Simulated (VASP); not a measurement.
A run of VASP 6.6.1 is set up as follows.

The input INCAR:

```
ALGO     = Normal         # electronic algorithm
EDIFF    = 1E-6           # SCF threshold, eV
ENCUT    = 520            # plane-wave cutoff, eV
GGA      = PE             # functional
ISIF     = 2              # what is computed and relaxed
ISMEAR   = 0              # smearing method
LASPH    = True           # aspherical terms in the spheres
LCHARG   = True           # write CHGCAR
LELF     = True           # ELF
LREAL    = False          # projectors in reciprocal space
LVHAR    = True         
LWAVE    = False          # write WAVECAR
NBANDS   = 24             # bands
NELM     = 80             # most SCF steps
PREC     = Accurate       # precision mode
SIGMA    = 0.05           # smearing width, eV
```

File KPOINTS:

```
k-points
0
Gamma
  9 9 6
```

The input POSCAR:

```
CaO
1.0
    3.6310379218      0.0000000000      0.0000000000
   -1.8155189609      3.6530017879      0.0000000000
    0.0000000000      0.0000000000      5.0000688124
Ca O
2 2
Direct
    0.3333333333      0.6666666667      0.7500000000
    0.6666666667      0.3333333333      0.2500000000
    0.3333333333      0.6666666667      0.2500000000
    0.6666666667      0.3333333333      0.7500000000
```

Potentials or basis: VASP PAW PBE potentials, release 64 (Ca_sv, O).

Launch:

```sh
$ cat potpaw_PBE.64/Ca_sv/POTCAR potpaw_PBE.64/O/POTCAR > POTCAR
$ mpirun -np 1 vasp_std > vasp.out
```

Task: What does it give for the band gap on the k mesh?

Result: 3.31 eV, direct.

Task: Predict the pressure.

Result: 2.2 GPa.

Task: What does it give for the largest force?

Result: 0.921 eV/Å.

Forces on the atoms (eV/Å):
```
Ca   0.000  0.921  0.000
Ca   0.000 -0.921  0.000
O    0.000  0.752  0.000
O    0.000 -0.752  0.000
```

Caveat: the cell differs from its parent crystal (strain +e along x and -e along y -0.0733, strain +e along z and -e/2 along x and y +0.0400). A k mesh can miss the band edges.
